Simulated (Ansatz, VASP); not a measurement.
# HfO2: VASP beside Ansatz

The input POSCAR:

```
HfO2
1.0
    0.0000000000      2.4296250000      2.5575000000
    2.4296250000      0.0000000000      2.5575000000
    2.4296250000      2.4296250000      0.0000000000
Hf O
1 2
Direct
    0.0000000000      0.0000000000      0.0000000000
    0.2500000000      0.2500000000      0.2500000000
    0.7500000000      0.7500000000      0.7500000000
```

The input INCAR.step1:

```
PREC = Accurate
ENCUT = 520
ISMEAR = 0
SIGMA = 0.05
LREAL = F
LASPH = T
NELM = 100
NBANDS = 18
GGA = PE
ALGO = Normal
EDIFF = 1E-4
LWAVE = T
LCHARG = F
```

INCAR.step2

```
PREC = Accurate
ENCUT = 520
EDIFF = 1E-6
ISMEAR = 0
SIGMA = 0.05
LREAL = F
LASPH = T
NELM = 100
ALGO = Normal
ISIF = 2
LWAVE = F
LCHARG = T
METAGGA = R2SCAN
LMIXTAU = T
LELF = T
LVHAR = T
NBANDS = 18
ISTART = 1
```

The input KPOINTS:

```
regular mesh
0
Gamma
  8 8 8
```

Input for Ansatz:

```yaml
crystal:
  lattice:
    - [0.0, 2.429625, 2.5575]
    - [2.429625, 0.0, 2.5575]
    - [2.429625, 2.429625, 0.0]
  atoms:
    - { symbol: Hf, position: [0.0, 0.0, 0.0] }
    - { symbol: O, position: [0.25, 0.25, 0.25] }
    - { symbol: O, position: [0.75, 0.75, 0.75] }
basis:
  ecutwfc: 500
kpoints:
  mp_grid: { grid: [8, 8, 8] }
hamiltonian:
  xc: r2scan
scf:
  occupations: { method: gaussian, width: 0.05 }
output:
  forces: true
  stress: true
  eigenvalues: true
```

Change from the starting cell: strain -0.050 along x and y, +0.000 along z, atoms carried along.

Alike in both runs: task single point; functional r2SCAN; k mesh 8 × 8 × 8; occupations gaussian, width 0.05 eV; no spin polarisation.

```csv
,VASP,Ansatz
version,VASP 6.6.1,Ansatz 0.2.0
potentials or method,"VASP PAW PBE potentials, release 64 (Hf_pv, O), cutoff 520 eV","scalar-relativistic, plane waves, PAW"
valence electrons in the cell,22,38
```

```tsv
	VASP	Ansatz	Ansatz less VASP
gap on the k mesh at the Fermi level (eV)	3.92	3.90	-0.021
least direct gap on the mesh (eV)	4.15	4.13	-0.027
pressure (GPa)	17.1	21.8	+4.62
traceless stress, the component that is largest in VASP (GPa)	-18.83	-18.46	+0.365
```

VASP's potentials were made for PBE, not for r2SCAN. One of these differences is far larger than is usual between the two programs; its cause wasn't traced. VASP's potentials hold 22 valence electrons a cell and Ansatz's 38, so a difference there can come from the potentials and not from the codes.

Spin-orbit coupling is off throughout.
